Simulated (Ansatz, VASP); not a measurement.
One calculation of SiC4, two programs

```
Si C
1.0
    -2.06743    2.06743    3.77180
     2.06743   -2.06743    3.77180
     2.06743    2.06743   -3.77180
Si C
1 4
Direct
  0.00000 0.00000 0.00000
  0.67677 0.67677 0.35354
  0.32323 0.32323 0.64646
  0.67677 0.32323 0.00000
  0.32323 0.67677 0.00000
```

Alike in both runs: functional PBE; k mesh 12 × 12 × 12; occupations gaussian, width 0.1 eV; no spin polarisation.

Ansatz relaxed the structure, and its values are those at the end. VASP's run is a single point on that final structure, the one shown.

|  | VASP | Ansatz |
| --- | --- | --- |
| version | VASP 6.6.1 | Ansatz 0.2.0 |
| potentials or method | VASP PAW PBE potentials, release 64 (Si, C_h), cutoff 1300 eV | scalar-relativistic, plane waves, PAW |
| valence electrons in the cell | 20 | 20 |

|  | VASP | Ansatz | Ansatz less VASP |
| --- | --- | --- | --- |
| gap on the k mesh at the Fermi level (eV) | none | none | - |
| pressure (GPa) | -0.1 | 0.0 | +0.11 |
| rms of the force components (eV/Å) | 0.005 | 0.000 | -0.0045 |

A gap of «none» marks a metal or a gap that the smearing closes.
